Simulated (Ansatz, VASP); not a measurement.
# Sb in VASP and in Ansatz

File INCAR:

```
SYSTEM = Sb
PREC     = Accurate       ! precision mode
ENCUT    = 600            ! plane-wave cutoff, eV
EDIFF    = 1E-6           ! SCF threshold, eV
ISMEAR   = -1             ! smearing method
SIGMA    = 0.05           ! smearing width, eV
LREAL    = .FALSE.        ! projectors in reciprocal space
LASPH    = .TRUE.         ! aspherical terms in the spheres
NELM     = 80             ! most SCF steps
ALGO     = Normal         ! electronic algorithm
ISIF     = 3              ! what is computed and relaxed
LWAVE    = .FALSE.        ! write WAVECAR
LCHARG   = .FALSE.        ! write CHGCAR
GGA      = RP             ! functional
IVDW     = 12             ! dispersion correction
IBRION   = 2              ! ionic algorithm
NSW      = 60             ! ionic steps
EDIFFG   = -0.01          ! ionic threshold
```

KPOINTS

```
Automatic mesh
0
G
  9 9 5
  0 0 0
```

The input POSCAR:

```
Sb
1.0
    3.3545324186      0.0000000000      0.0000000000
   -1.6772662093      2.9051102923      0.0000000000
    0.0000000000      0.0000000000      5.4701606500
Sb
2
Direct
    0.6666666667      0.3333333333      0.7500000000
    0.3333333333      0.6666666667      0.2500000000
```

input.yaml

```yaml
crystal:
  lattice:
    - [3.3545324186, 0.0, 0.0]
    - [-1.6772662093, 2.9051102923, 0.0]
    - [0.0, 0.0, 5.47016065]
  atoms:
    - { symbol: Sb, position: [0.6666666667, 0.3333333333, 0.75] }
    - { symbol: Sb, position: [0.3333333333, 0.6666666667, 0.25] }
hamiltonian:
  xc: rpbe
  pseudopotentials: { kind: paw }
  dispersion: d3bj
kpoints:
  mp_grid: { grid: [9, 9, 5] }
scf:
  occupations: { method: fermi_dirac, width: 0.05 }
output:
  forces: true
  stress: true
  eigenvalues: true
relax:
  f_tol: 0.01
  max_steps: 40
  cell: { stress_tol: 0.05 }
```

Alike in both runs: task relaxation of cell and atoms; functional RPBE; dispersion D3(BJ); k mesh 9 × 9 × 5; occupations fermi-dirac, width 0.05 eV; no spin polarisation.

|  | VASP | Ansatz |
| --- | --- | --- |
| version | VASP 6.6.1 | Ansatz 0.2.0 |
| potentials or method | VASP PAW PBE potentials, release 64 (Sb) | Ansatz PAW |
| plane-wave cutoff (eV) | 600 | 420 |
| valence electrons in the cell | 10 | 30 |

```tsv
	VASP	Ansatz	Ansatz less VASP
gap on the k mesh at the Fermi level, each at its own relaxed structure (eV)	none	none	-
relaxed volume (Å³/atom)	19.88	19.89	+0.003
relaxed cell length with the largest relative difference (Å)	4.928	4.929	+0.0004
```

VASP's potentials were made for PBE, not for RPBE. A gap of «none» marks a metal or a gap that the smearing closes. VASP's potentials hold 10 valence electrons a cell and Ansatz's 30, so a difference there can come from the potentials and not from the codes.

Neither program's run includes spin-orbit coupling. Noted on VASP's run: the volume moved by over 15 % at a fixed basis, so the end points are rough. Noted on Ansatz's run: the volume moved by over 15 % at a fixed basis, so the end points are rough; the plane-wave basis is chosen anew once the cell has moved, so the energies of steps on either side of that aren't comparable.
